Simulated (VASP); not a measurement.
# TiB2 (P6/mmm) in VASP: single point with PBE

Aim: the single point of TiB2 with PBE.

Everything below comes from runs of VASP 6.6.1. Logs are shortened: lines on timing, memory, paths and dates and some standing lists are left out, and cuts for length are marked.

## Step 1: The cell of the first run

The structure is hexagonal, space group P6/mmm (No. 191). The conventional cell has a = 3.029 Å, b = 3.029 Å, c = 3.228 Å, α = 90.00°, β = 90.00°, γ = 120.00°. Within 3.1 Å of Ti (site symmetry 6/mmm) lie 12 B at 2.38 Å and 6 Ti at 3.03 Å. B (site symmetry -6m2) has 3 B at 1.75 Å within 2.3 Å.

## Step 2: Single point, PBE

INCAR reads:

```
SYSTEM = TiB2
  PREC = Accurate
  ENCUT = 520
  EDIFF = 1E-6
  ISMEAR = 1
  SIGMA = 0.15
  LREAL = .FALSE.
  LASPH = .TRUE.
  NELM = 100
  ALGO = Normal
  ISIF = 2
  LWAVE = .FALSE.
  LCHARG = .TRUE.
  GGA = PE
  LELF = .TRUE.
  LVHAR = .TRUE.
  NBANDS = 16
```

KPOINTS reads:

```
Automatic mesh
0
G
  10 10 9
  0 0 0
```

POSCAR reads:

```
TiB2
1.0
    3.0292000000      0.0000000000      0.0000000000
   -1.5146000000      2.6233641531      0.0000000000
    0.0000000000      0.0000000000      3.2284000000
Ti B
1 2
Direct
    0.0000000000      0.0000000000      0.0000000000
    0.3333333333      0.6666666667      0.5000000000
    0.6666666667      0.3333333333      0.5000000000
```

Potentials or basis: VASP PAW PBE potentials, release 64 (Ti_sv, B).

Run with:

```bash
cat potpaw_PBE.64/Ti_sv/POTCAR potpaw_PBE.64/B/POTCAR > POTCAR
mpirun -np 1 vasp_std > vasp.out
```

OUTCAR:

```text
SYSTEM = TiB2
   PREC = Accurate
   ENCUT = 520
   EDIFF = 1E-6
   ISMEAR = 1
   LREAL = .FALSE.
   LASPH = .TRUE.
   NELM = 100
   ISIF = 2
   GGA = PE

 ion  position               nearest neighbor table
   1  0.000  0.000  0.000-   2 2.38   3 2.38   2 2.38   3 2.38   2 2.38   2 2.38   3 2.38   3 2.38
                             3 2.38   3 2.38   2 2.38   2 2.38
   2  0.333  0.667  0.500-   3 1.75   3 1.75   3 1.75   1 2.38   1 2.38   1 2.38   1 2.38   1 2.38
                             1 2.38
   3  0.667  0.333  0.500-   2 1.75   2 1.75   2 1.75   1 2.38   1 2.38   1 2.38   1 2.38   1 2.38
                             1 2.38

  LATTYP: Found a hexagonal cell.
 ALAT       =     3.0292000000
 C/A-ratio  =     1.0657599366

  Lattice vectors:

 A1 = (   3.0292000000,   0.0000000000,   0.0000000000)
 A2 = (  -1.5146000000,   2.6233641531,   0.0000000000)
 A3 = (   0.0000000000,   0.0000000000,   3.2284000000)

Analysis of symmetry for initial positions (statically):
=====================================================================
 Subroutine PRICEL returns:
 Original cell was already a primitive cell.

 Routine SETGRP: Setting up the symmetry group for a
 hexagonal supercell.

 Subroutine GETGRP returns: Found 24 space group operations
 (whereof 24 operations were pure point group operations)
 out of a pool of 24 trial point group operations.

The static configuration has the point symmetry D_6h.

Analysis of symmetry for dynamics (positions and initial velocities):
=====================================================================
 Subroutine PRICEL returns:
 Original cell was already a primitive cell.

 Routine SETGRP: Setting up the symmetry group for a
 hexagonal supercell.

 Subroutine GETGRP returns: Found 24 space group operations
 (whereof 24 operations were pure point group operations)
 out of a pool of 24 trial point group operations.

The dynamic configuration has the point symmetry D_6h.

 Subroutine INISYM returns: Found 24 space group operations
 (whereof 24 operations are pure point group operations),
 and found     1 'primitive' translations

----------------------------------------------------------------------------------------

                                     Primitive cell

  volume of cell :      25.6551

  direct lattice vectors                    reciprocal lattice vectors
     3.029200000  0.000000000  0.000000000     0.330120164  0.190594965  0.000000000
    -1.514600000  2.623364153  0.000000000     0.000000000  0.381189931  0.000000000
     0.000000000  0.000000000  3.228400000     0.000000000  0.000000000  0.309750960

  length of vectors
     3.029200000  3.029200000  3.228400000     0.381189931  0.381189931  0.309750960

[... 82 lines left out ...]
   EDIFF  = 0.1E-05   stopping-criterion for ELM
   LREAL  =      F    real-space projection
   EDIFFG = 0.1E-04   stopping-criterion for IOM
   NSW    =      0    number of steps for IOM
   IBRION =     -1    ionic relax: 0-MD 1-quasi-New 2-CG
   NFREE  =      0    steps in history (QN), initial steepest desc. (CG)
   ISIF   =      2    stress and relaxation
   ISYM   =      2    0-nonsym 1-usesym 2-fastsym
   POTIM  = 0.5000    time-step for ionic-motion
   TEBEG  =    0.0;   TEEND  =   0.0 temperature during run
   PSTRESS=    0.0 pullay stress
   NELECT =      18.0000    total number of electrons
   NUPDOWN=      -1.0000    fix difference up-down
   EMIN   =  10.00;   EMAX   =-10.00  energy-range for DOS
   EFERMI =   0.00;   METHOD = LEGACY
   ISMEAR =     1;   SIGMA  =   0.15  broadening in eV -4-tet -1-fermi 0-gaus
   EFERMI_NEDOS =   21; number of points for ismear=-14 and -15
   IALGO  =     38    algorithm
   IMIX   =      4    mixing-type and parameters
     AMIX     =   0.40;   BMIX     =  1.00
     AMIX_MAG =   1.60;   BMIX_MAG =  1.00
  volume/ion in A,a.u.               =       8.55        57.71
  Fermi-wavevector in a.u.,A,eV,Ry     =   1.454703  2.748990 28.792122  2.116161
  Thomas-Fermi vector in A             =   2.571823
   LORBIT       =      0    0 simple, 1 ext, 2 COOP (PROOUT), +10 PAW based schemes
   GGA     = PE    functional components
   LHFCALC =     F    Hartree Fock is set to
   AEXX    =    0.0000 exact exchange contribution
   IVDW    =     0    specifies the selected vdW correction
   LEPSILON=     F    determine dielectric tensor
   LRPA    =     F    only Hartree local field effects (RPA)
 non-spin polarized calculation
 Methfessel and Paxton  Order N= 1 SIGMA  =   0.15
  energy-cutoff  :      520.00
  volume of cell :       25.66
 maximum number of plane-waves:       721
 NGX is ok and might be reduce to    24
   NGX = 11   NGY = 11   NGZ = 13

 number of electron      18.0000002 magnetization

 Free energy of the ion-electron system (eV)
  ---------------------------------------------------
  ext. energy  EPLUGINS =         0.00000000
  ---------------------------------------------------
  free energy    TOTEN  =       -24.42583642 eV

  energy without entropy =      -24.42509459  energy(sigma->0) =      -24.42558914

 E-fermi :   9.9239     XC(G=0): -12.7685

 val. band max:        9.8632985774   @ k =   0.0000   0.0000   0.4444
 cond. band min:       9.9405148833   @ k =   0.3000   0.2000   0.0000
 fundamental gap:      0.0772163059
 Fermi energy:         9.9239023884

 k-point     1 :       0.0000    0.0000    0.0000
  band No.  band energies     occupation
      1     -46.9611      2.00000
      2     -23.3056      2.00000
      3     -23.0013      2.00000
      4     -23.0013      2.00000
      5      -3.5070      2.00000
      6       7.3974      2.00000
[... 433 lines left out ...]
      3     -23.2570      2.00000
      4     -23.1139      2.00000
      5       0.1547      2.00000
      6       1.6023      2.00000
[... 8 lines left out ...]
     15      18.5724      0.00000
     16      19.3167      0.00000

 [... further k-points ...]
[... 5 lines left out ...]
  --------------------------------------------------------------------------------------
  -------------------------------------------------------------------------------------
  Total        0.0989922      0.0989922      0.0393412      0.0000000      0.0000000      0.0000000
  in kB        6.1821221      6.1821221      2.4568826      0.0000000      0.0000000      0.0000000
  external PRESSURE =       4.9403756 kB  Pullay stress =       0.0000000 kB

 VOLUME and BASIS-vectors are now :
 -----------------------------------------------------------------------------
  energy-cutoff  :      520.00
  volume of cell :       25.66
      direct lattice vectors                 reciprocal lattice vectors
     3.029200000  0.000000000  0.000000000     0.330120164  0.190594965  0.000000000
    -1.514600000  2.623364153  0.000000000     0.000000000  0.381189931  0.000000000
     0.000000000  0.000000000  3.228400000     0.000000000  0.000000000  0.309750960

 POSITION                                       TOTAL-FORCE (eV/Angst)
 -----------------------------------------------------------------------------------
      0.00000      0.00000      0.00000        -0.000000      0.000000      0.000000
     -0.00000      1.74891      1.61420         0.000000     -0.000000      0.000000
      1.51460      0.87445      1.61420         0.000000      0.000000      0.000000
 -----------------------------------------------------------------------------------
    total drift:                               -0.000000      0.000000      0.000000

  FREE ENERGIE OF THE ION-ELECTRON SYSTEM (eV)
  ---------------------------------------------------
  free  energy   TOTEN  =       -24.4258364235 eV

  energy  without entropy=      -24.4250945877  energy(sigma->0) =      -24.42558914
```

Wall time 33 s (1 thread of AMD EPYC 7R13, shared host); peak memory 0.15 GiB.

Results:

```yaml
Free_energy: -24.4258 eV
Pressure: 0.5 GPa
Band_gap_on_the_k_mesh: zero (band 9 reaches 10.19 eV, above the bottom of band 10 at 9.83 eV)
```

Stress tensor (GPa, compression positive):
```
0.62 0.00 0.00
0.00 0.62 0.00
0.00 0.00 0.25
```
